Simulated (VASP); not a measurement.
Input of a VASP 6.6.1 run:

File INCAR:

```
PREC = Accurate
ENCUT = 520
EDIFF = 1E-8
ISMEAR = -1
SIGMA = 0.05
LREAL = F
LASPH = T
NELM = 80
ALGO = Normal
ISIF = 2
LWAVE = F
LCHARG = F
GGA = PE
LEFG = T
NBANDS = 12
```

File KPOINTS:

```
regular mesh
0
Gamma
  14 14 14
```

The input POSCAR:

```
Tl
1.0
    0.0000000000      2.2074617605      2.2074617605
    2.2074617605      0.0000000000      2.2074617605
    2.2074617605      2.2074617605      0.0000000000
Tl
1
Direct
    0.0000000000      0.0000000000      0.0000000000
```

Potentials or basis: VASP PAW PBE potentials, release 64 (Tl_d).

Run with:

```sh
$ cat potpaw_PBE.64/Tl_d/POTCAR > POTCAR
$ mpirun -np 1 vasp_std > vasp.out
```

Question: Estimate the pressure.

Answer: 27.5 GPa.

Caveat: without QUAD_EFG the Cq values of the log hold for a quadrupole moment of 1 mb, not for the nuclei.
